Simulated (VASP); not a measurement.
## SiB4W: relaxation of cell and atoms with PBE

Crystal: SiB4W.

```xyz
6
Lattice="3.0057 0.0000 0.0000 -1.5028 2.6030 0.0000 0.0000 0.0000 6.9483" Properties=species:S:1:pos:R:3 pbc="T T T"
Si    0.0000    0.0000    3.4741
B     0.0000    1.7353    5.2502
B     0.0000    1.7353    1.6981
B     1.5028    0.8677    5.2502
B     1.5028    0.8677    1.6981
W     0.0000    0.0000    0.0000
```

The cell was built from a structure type or drawn by symmetry, and may not be a known phase.

* Program: VASP 6.6.1
* Task: relaxation of cell and atoms
* Functional: PBE
* Potentials or basis: VASP PAW PBE potentials, release 64 (Si, B, W_sv)
* Cutoff: 600 eV
* k mesh: 12 × 12 × 6
* Occupations: gaussian, width 0.1 eV
* Spin: no spin polarisation
* Dipole correction: no
* Further INCAR settings: ALGO = Normal; EDIFF = 1e-06; IBRION = 2; EDIFFG = -0.01; NSW = 100; ISIF = 3

```json
{
 "Relaxed volume": "9.07 Å³/atom",
 "Relaxed cell": "a = 2.998 Å, b = 2.998 Å, c = 6.994 Å, α = 90.00°, β = 90.00°, γ = 120.00°",
 "Space group after relaxing (to 0.1 Å)": "P6/mmm (No. 191)",
 "Energy gained by relaxing": "0.7 meV/atom",
 "Ionic steps": "7",
 "Pressure after relaxing": "0.0 GPa",
 "Largest force after relaxing": "0.006 eV/Å",
 "Band gap on the k mesh": "zero (bands 15 and 16 overlap by 1.99 eV)"
}
```

Forces on the atoms (eV/Å):
```
Si   0.000  0.000  0.000
B    0.000  0.000 -0.006
B    0.000  0.000  0.006
B    0.000  0.000 -0.006
B    0.000  0.000  0.006
W    0.000  0.000  0.000
```

Stress tensor (GPa, compression positive):
```
0.02 0.00 0.00
0.00 0.02 0.00
0.00 0.00 0.11
```

The path:
```csv
step,energy change (eV),largest force (eV/Å),pressure (GPa),volume (Å³)
1,0.0000,0.0727,0.48,54.36
2,-0.0039,0.0175,-0.39,54.57
3,-0.0040,0.0064,-0.54,54.61
4,-0.0041,0.0156,0.47,54.39
5,-0.0043,0.0114,-0.02,54.50
6,-0.0043,0.0101,0.00,54.48
7,-0.0044,0.0065,0.05,54.44
```

Final structure:
```yaml
crystal:
  lattice:
    - [2.99799, 0.00000, 0.00000]
    - [-1.49899, 2.59634, 0.00000]
    - [0.00000, 0.00000, 6.99403]
  atoms:
    - { symbol: Si, position: [0.00000, 0.00000, 0.50000] }
    - { symbol: B, position: [0.33333, 0.66667, 0.75464] }
    - { symbol: B, position: [0.33333, 0.66667, 0.24536] }
    - { symbol: B, position: [0.66667, 0.33333, 0.75464] }
    - { symbol: B, position: [0.66667, 0.33333, 0.24536] }
    - { symbol: W, position: [0.00000, 0.00000, 0.00000] }
```

Levels at points of the mesh, in eV from the Fermi level:
```csv
k point,band 12,band 13,band 14,band 15,band 16,band 17,band 18,band 19
"(0.00, 0.00, 0.00)",-1.33,-1.33,-0.79,-0.79,0.82,0.82,1.38,3.31
"(0.50, 0.00, 0.00)",-4.47,-4.19,-3.57,-0.08,1.11,2.02,2.49,2.57
"(0.00, 0.00, 0.50)",-1.52,-1.52,-0.84,-0.84,1.06,1.07,1.07,4.58
"(0.50, 0.00, 0.50)",-4.32,-4.10,-3.30,-0.32,0.93,1.75,2.11,2.57
```

Wall time 2 min on 1 thread of Intel(R) Xeon(R) 6975P-C (Granite Rapids), with other jobs on the host, peak memory 0.26 GiB.

Caveat: spin-orbit coupling is left out, which moves the levels of the heavy elements.
